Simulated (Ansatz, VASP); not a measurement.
# Two plane-wave programs on Sn

```xyz
2
Lattice="-2.8994 2.9008 1.5582 2.9008 -2.8994 1.5582 2.8986 2.8986 -1.5556" Properties=species:S:1:pos:R:3 pbc="T T T"
Sn    2.9007   -2.8993    1.5582
Sn    0.0000    2.8999    0.7803
```

Alike in both runs: task single point; functional LDA; k mesh 11 × 11 × 8; no spin polarisation.

|  | VASP | Ansatz |
| --- | --- | --- |
| version | VASP 6.6.1 | Ansatz 0.2.0 |
| potentials or method | VASP PAW LDA potentials, release 64 (Sn_d), cutoff 520 eV | plane waves (420 eV) with PAW, scalar-relativistic |
| occupations | methfessel-paxton of order 1, width 1 eV | cold, width 1 eV |
| valence electrons in the cell | 28 | 28 |

```csv
,VASP,Ansatz,Ansatz less VASP
pressure (GPa),-0.1,-0.2,-0.07
"traceless stress, the component that is largest in VASP (GPa)",0.06,0.19,+0.124
```

Ansatz warns that its potentials were made for another functional, while VASP's fit it. LDA's correlation is that of Perdew and Zunger in VASP and of Perdew and Wang (1992) in Ansatz.
